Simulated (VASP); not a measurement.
Input of a VASP 6.6.1 run:

POSCAR

```
Mg2SO
1.0
    3.7469395325      0.0000000000      0.0000000000
    0.0000000000      3.7469395325      0.0000000000
    0.0000000000      0.0000000000      4.9797574496
O Mg S
1 2 1
Direct
    0.0000000000      0.0000000000      0.0000000000
    0.0000000000      0.5000000000      0.8113169975
    0.5000000000      0.0000000000      0.1886830025
    0.5000000000      0.5000000000      0.5000000000
```

File INCAR.step1:

```
SYSTEM = Mg2SO
PREC = Accurate
ENCUT = 520
ISMEAR = 0
SIGMA = 0.01
LREAL = .False.
LASPH = .True.
NELM = 60
NBANDS = 16
GGA = PE
ALGO = Normal
EDIFF = 1E-4
LWAVE = .True.
LCHARG = .False.
```

INCAR.step2

```
SYSTEM = Mg2SO
PREC = Accurate
ENCUT = 520
EDIFF = 1E-6
ISMEAR = 0
SIGMA = 0.01
LREAL = .False.
LASPH = .True.
NELM = 60
ALGO = Normal
ISIF = 2
LWAVE = .False.
LCHARG = .True.
METAGGA = R2SCAN
LMIXTAU = .True.
LELF = .True.
LVHAR = .True.
NBANDS = 16
ISTART = 1
```

File KPOINTS:

```
regular mesh
0
Gamma
  6 6 4
  0 0 0
```

Potentials or basis: VASP PAW PBE potentials, release 64 (O, Mg, S).

The run is started by

```console
$ cat potpaw_PBE.64/O/POTCAR potpaw_PBE.64/Mg/POTCAR potpaw_PBE.64/S/POTCAR > POTCAR
$ cp INCAR.step1 INCAR
$ mpirun -np 1 vasp_std > vasp.out
$ cp INCAR.step2 INCAR
$ mpirun -np 1 vasp_std > vasp.out
```

Question: What does it give for the band gap on the k mesh?

Answer: 2.04 eV (least direct gap 2.18 eV).

Question: Predict the pressure.

Answer: -4.8 GPa.

Question: Predict the largest force.

Answer: 0.111 eV/Å.

Forces on the atoms (eV/Å):
```
O    0.000  0.000  0.000
Mg   0.000  0.000 -0.111
Mg   0.000  0.000  0.111
S    0.000  0.000  0.000
```

Caveat: the cell stands under tension; the PAW data sets were made with another functional, which shifts forces and pressure a little. A k mesh can miss the band edges.
